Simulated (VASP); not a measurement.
# GaN (CsCl type) (Pm-3m) in VASP: a series of runs, part 2 of 2

VASP 6.6.1. Earlier steps stand in the parts before.

**5. Relaxation of cell and atoms, PBE, target pressure 18 GPa, at which the enthalpy is minimised**

INCAR reads:

```
  PREC = Accurate
  ENCUT = 600
  EDIFF = 1E-6
  ISMEAR = -1
  SIGMA = 0.08
  LREAL = False
  LASPH = True
  NELM = 80
  ALGO = Normal
  ISIF = 3
  LWAVE = False
  LCHARG = False
  GGA = PE
  IBRION = 2
  NSW = 32
  EDIFFG = -0.005
  PSTRESS = 180.0
```

KPOINTS reads:

```
regular mesh
0
Gamma
  14 14 14
```

POSCAR reads:

```
GaN
1.0
    2.6552822970      0.0000000000      0.0000000000
    0.0000000000      2.6552822970      0.0000000000
    0.0000000000      0.0000000000      2.6552822970
Ga N
1 1
Direct
    0.0000000000      0.0000000000      0.0000000000
    0.5000000000      0.5000000000      0.5000000000
```

Potentials or basis: VASP PAW PBE potentials, release 64 (Ga_d, N).

On the command line:

```sh
$ cat potpaw_PBE.64/Ga_d/POTCAR potpaw_PBE.64/N/POTCAR > POTCAR
$ mpirun -np 1 vasp_std > vasp.out
```

OUTCAR:

```text
PREC = Accurate
   ENCUT = 600
   EDIFF = 1E-6
   ISMEAR = -1
   LREAL = False
   LASPH = True
   NELM = 80
   ISIF = 3
   GGA = PE
   IBRION = 2
   NSW = 32
   EDIFFG = -0.005
   PSTRESS = 180.0

 ion  position               nearest neighbor table
   1  0.000  0.000  0.000-   2 2.30   2 2.30   2 2.30   2 2.30   2 2.30   2 2.30   2 2.30   2 2.30

   2  0.500  0.500  0.500-   1 2.30   1 2.30   1 2.30   1 2.30   1 2.30   1 2.30   1 2.30   1 2.30

  LATTYP: Found a simple cubic cell.
 ALAT       =     2.6552822970

  Lattice vectors:

 A1 = (   2.6552822970,   0.0000000000,   0.0000000000)
 A2 = (   0.0000000000,   2.6552822970,   0.0000000000)
 A3 = (   0.0000000000,   0.0000000000,   2.6552822970)

Analysis of symmetry for initial positions (statically):
=====================================================================
 Subroutine PRICEL returns:
 Original cell was already a primitive cell.

 Routine SETGRP: Setting up the symmetry group for a
 simple cubic supercell.

 Subroutine GETGRP returns: Found 48 space group operations
 (whereof 48 operations were pure point group operations)
 out of a pool of 48 trial point group operations.

The static configuration has the point symmetry O_h .

Analysis of symmetry for dynamics (positions and initial velocities):
=====================================================================
 Subroutine PRICEL returns:
 Original cell was already a primitive cell.

 Routine SETGRP: Setting up the symmetry group for a
 simple cubic supercell.

 Subroutine GETGRP returns: Found 48 space group operations
 (whereof 48 operations were pure point group operations)
 out of a pool of 48 trial point group operations.

The dynamic configuration has the point symmetry O_h .

 Subroutine INISYM returns: Found 48 space group operations
 (whereof 48 operations are pure point group operations),
 and found     1 'primitive' translations

----------------------------------------------------------------------------------------

                                     Primitive cell

  volume of cell :      18.7211

  direct lattice vectors                    reciprocal lattice vectors
     2.655282297  0.000000000  0.000000000     0.376607791  0.000000000  0.000000000
     0.000000000  2.655282297  0.000000000     0.000000000  0.376607791  0.000000000
     0.000000000  0.000000000  2.655282297     0.000000000  0.000000000  0.376607791

  length of vectors
     2.655282297  2.655282297  2.655282297     0.376607791  0.376607791  0.376607791

  position of ions in fractional coordinates (direct lattice)
     0.000000000  0.000000000  0.000000000
     0.500000000  0.500000000  0.500000000

  ion indices of the primitive-cell ions
   primitive index   ion index
                 1           1
                 2           2

----------------------------------------------------------------------------------------

 KPOINTS: regular mesh

Automatic generation of k-mesh.
 Grid dimensions read from file:
 generate k-points for:   14   14   14

 Generating k-lattice:

  Cartesian coordinates                     Fractional coordinates (reciprocal lattice)
     0.026900556  0.000000000  0.000000000     0.071428571  0.000000000  0.000000000
     0.000000000  0.026900556  0.000000000     0.000000000  0.071428571  0.000000000
[... 45 lines left out ...]
   ions per type =               1   1
   NGX,Y,Z   is equivalent  to a cutoff of  15.03, 15.03, 15.03 a.u.
   NGXF,Y,Z  is equivalent  to a cutoff of  30.05, 30.05, 30.05 a.u.
 SYSTEM =  unknown system
   PREC   = accura    normal or accurate (medium, high low for compatibility)
   ISTART =      0    job   : 0-new  1-cont  2-samecut
   ICHARG =      2    charge: 1-file 2-atom 10-const
   ISPIN  =      1    spin polarized calculation?
   LNONCOLLINEAR =      F non collinear calculations
   LSORBIT =      F    spin-orbit coupling
   LASPH  =      T    aspherical Exc in radial PAW
   ENCUT  =  600.0 eV  44.10 Ry    6.64 a.u.   5.30  5.30  5.30*2*pi/ulx,y,z
   NELM   =     80;   NELMIN=  2; NELMDL= -5     # of ELM steps
   EDIFF  = 0.1E-05   stopping-criterion for ELM
   LREAL  =      F    real-space projection
   EDIFFG = -.5E-02   stopping-criterion for IOM
   NSW    =     32    number of steps for IOM
   IBRION =      2    ionic relax: 0-MD 1-quasi-New 2-CG
   NFREE  =      1    steps in history (QN), initial steepest desc. (CG)
   ISIF   =      3    stress and relaxation
   ISYM   =      2    0-nonsym 1-usesym 2-fastsym
   POTIM  = 0.5000    time-step for ionic-motion
   TEBEG  =    0.0;   TEEND  =   0.0 temperature during run
   PSTRESS=  180.0 pullay stress
   NELECT =      18.0000    total number of electrons
   NUPDOWN=      -1.0000    fix difference up-down
   EMIN   =  10.00;   EMAX   =-10.00  energy-range for DOS
   EFERMI =   0.00;   METHOD = LEGACY
   ISMEAR =    -1;   SIGMA  =   0.08  broadening in eV -4-tet -1-fermi 0-gaus
   EFERMI_NEDOS =   21; number of points for ismear=-14 and -15
   IALGO  =     38    algorithm
   IMIX   =      4    mixing-type and parameters
     AMIX     =   0.40;   BMIX     =  1.00
     AMIX_MAG =   1.60;   BMIX_MAG =  1.00
  volume/ion in A,a.u.               =       9.36        63.17
  Fermi-wavevector in a.u.,A,eV,Ry     =   1.615803  3.053424 35.522335  2.610818
  Thomas-Fermi vector in A             =   2.710491
   LORBIT       =      0    0 simple, 1 ext, 2 COOP (PROOUT), +10 PAW based schemes
   GGA     = PE    functional components
   LHFCALC =     F    Hartree Fock is set to
   AEXX    =    0.0000 exact exchange contribution
   IVDW    =     0    specifies the selected vdW correction
   LEPSILON=     F    determine dielectric tensor
   LRPA    =     F    only Hartree local field effects (RPA)
 conjugate gradient relaxation of ions
 non-spin polarized calculation
  energy-cutoff  :      600.00
  volume of cell :       18.72
 maximum number of plane-waves:       640
 NGX is ok and might be reduce to    24
   NGX = 11   NGY = 11   NGZ = 11

--------------------------------------- Ionic step        1  -------------------------------------------

 number of electron      17.9999995 magnetization

 Free energy of the ion-electron system (eV)
  ---------------------------------------------------
  ext. energy  EPLUGINS =         0.00000000
  ---------------------------------------------------
  free energy    TOTEN  =        -8.84233803 eV

  energy without entropy =       -8.81964100  energy(sigma->0) =       -8.83098951

------------------------ aborting loop because EDIFF is reached ----------------------------------------

  FORCE on cell =-STRESS in cart. coord.  units (eV):
  Direction    XX          YY          ZZ          XY          YZ          ZX
  --------------------------------------------------------------------------------------
  -------------------------------------------------------------------------------------
  Total        2.1828423      2.1828423      2.1828423     -0.0000000     -0.0000000     -0.0000000
  in kB      186.8103113    186.8103113    186.8103113     -0.0000000     -0.0000000     -0.0000000
  external PRESSURE =       6.8103113 kB  Pullay stress =     180.0000000 kB
[... 63 lines left out ...]
--------------------------------------- Ionic step        3  -------------------------------------------

 number of electron      17.9999996 magnetization

 Free energy of the ion-electron system (eV)
  ---------------------------------------------------
  ext. energy  EPLUGINS =         0.00000000
  ---------------------------------------------------
  free energy    TOTEN  =        -8.84817549 eV

  energy without entropy =       -8.82542717  energy(sigma->0) =       -8.83680133

 E-fermi :   8.8752     XC(G=0): -13.2687

 val. band max:        8.8584738482   @ k =   0.4286   0.0000   0.0000
 cond. band min:       8.8787593959   @ k =   0.5000   0.2857   0.0714
 fundamental gap:      0.0202855477
 Fermi energy:         8.8752347316

 k-point     1 :       0.0000    0.0000    0.0000
  band No.  band energies     occupation
      1      -9.1245      2.00000
      2      -6.6539      2.00000
      3      -6.6539      2.00000
      4      -6.0237      2.00000
      5      -6.0237      2.00000
      6      -6.0237      2.00000
      7       7.3994      2.00000
      8       7.3994      2.00000
      9       7.3994      2.00000
     10       7.7376      2.00000
     11      18.9867      0.00000
     12      18.9867      0.00000
     13      23.6148      0.00000
[... 354 lines left out ...]
  band No.  band energies     occupation
      1      -7.2106      2.00000
      2      -6.5258      2.00000
      3      -6.2570      2.00000
      4      -6.1857      2.00000
      5      -6.0800      2.00000
      6      -5.5565      2.00000
      7       1.0350      2.00000
      8       5.2155      2.00000
      9       8.8537      1.13403
     10      12.2623      0.00000
     11      15.1322      0.00000
     12      18.4450      0.00000
     13      21.7009      0.00000

 [... further k-points ...]
[... 5 lines left out ...]
  --------------------------------------------------------------------------------------
  -------------------------------------------------------------------------------------
  Total        2.1106542      2.1106542      2.1106542      0.0000000      0.0000000     -0.0000000
  in kB      180.1409882    180.1409882    180.1409882      0.0000000      0.0000000     -0.0000000
  external PRESSURE =       0.1409882 kB  Pullay stress =     180.0000000 kB
[... 21 lines left out ...]
  energy  without entropy=       -8.8254271672  energy(sigma->0) =       -8.83680133

  enthalpy is  TOTEN    =        -6.7391732371 eV   P V=        2.1090022507

 reached required accuracy - stopping structural energy minimisation
```

CONTCAR:

```text
GaN
   1.00000000000000
     2.6576943930115906   -0.0000000000000000   -0.0000000000000000
    -0.0000000000000000    2.6576943930115906   -0.0000000000000000
    -0.0000000000000000   -0.0000000000000000    2.6576943930115906
  Ga              N
     1     1
Direct
     0.0000000000000000    0.0000000000000000    0.0000000000000000
     0.5000000000000000    0.5000000000000000    0.5000000000000000

  0.00000000E+00  0.00000000E+00  0.00000000E+00
  0.00000000E+00  0.00000000E+00  0.00000000E+00
```

Wall time 36 s (1 thread of Intel Xeon 6975P-C, shared host); peak memory 0.17 GiB.

Results:

| Property | Result |
| --- | --- |
| Free energy | -8.8482 eV |
| Relaxed volume | 9.39 Å³/atom |
| Relaxed cell | a = 2.658 Å, b = 2.658 Å, c = 2.658 Å, α = 90.00°, β = 90.00°, γ = 90.00° |
| Space group after relaxing (to 0.05 Å) | Pm-3m (No. 221) |
| Energy change on relaxing (the enthalpy is what falls) | -2.9 meV/atom |
| Ionic steps | 3 |
| Pressure after relaxing | 18.0 GPa |
| Band gap on the k mesh | zero (band 9 reaches 9.18 eV, above the bottom of band 10 at 7.70 eV) |

Step by step:
| step | energy change (eV) | largest force (eV/Å) | pressure (GPa) | volume (Å³) |
| --- | --- | --- | --- | --- |
| 1 | 0.0000 | 0.0000 | 18.68 | 18.72 |
| 2 | -0.0121 | 0.0000 | 17.30 | 18.83 |
| 3 | -0.0058 | 0.0000 | 18.01 | 18.77 |

Final structure:
```
Ga N
1.0
     2.65769    0.00000    0.00000
     0.00000    2.65769    0.00000
     0.00000    0.00000    2.65769
Ga N
1 1
Direct
  0.00000 0.00000 0.00000
  0.50000 0.50000 0.50000
```

Levels at points of the mesh, in eV from the Fermi level:
```tsv
k point	band 5	band 6	band 7	band 8	band 9	band 10	band 11	band 12	band 13
(0.00, 0.00, 0.00)	-14.90	-14.90	-1.48	-1.48	-1.48	-1.14	10.11	10.11	14.74
(0.50, 0.00, 0.00)	-15.12	-14.88	-9.90	0.08	0.08	4.03	5.65	11.33	11.33
(0.50, 0.50, 0.00)	-14.74	-11.95	-6.84	-6.84	-2.51	0.47	8.89	8.89	14.28
(0.50, 0.50, 0.50)	-14.73	-11.85	-3.29	-3.29	-3.29	1.36	1.36	1.36	3.84
```

Caveat: the cell is relaxed towards a set pressure, so the enthalpy falls and the energy may rise.

**6. The runs side by side**

| task | cell | cutoff (eV) | gap on the mesh (eV) | pressure (GPa) |
| --- | --- | --- | --- | --- |
| single point | a = 2.655 Å, 2 atoms | 520 | none | 18.8 |
| single point | a = 2.656 Å, 2 atoms | 520 | none | 18.7 |
| relaxation of cell and atoms | relaxed to 18 GPa from a = 2.570 Å, 2 atoms | 600 | none | 18.0 |
| relaxation of cell and atoms | relaxed to 18 GPa from a = 2.655 Å, 2 atoms | 600 | none | 18.0 |

Alike in all rows: level PBE; potentials or basis VASP PAW PBE potentials, release 64 (Ga_d, N); no spin polarisation; k mesh 14 × 14 × 14; smearing fermi-dirac 0.08 eV.

Caveats: the cell is relaxed towards a set pressure, so the enthalpy falls and the energy may rise (some runs).

Total energies depend on the potentials used, so only differences within one code and one set of settings carry meaning.
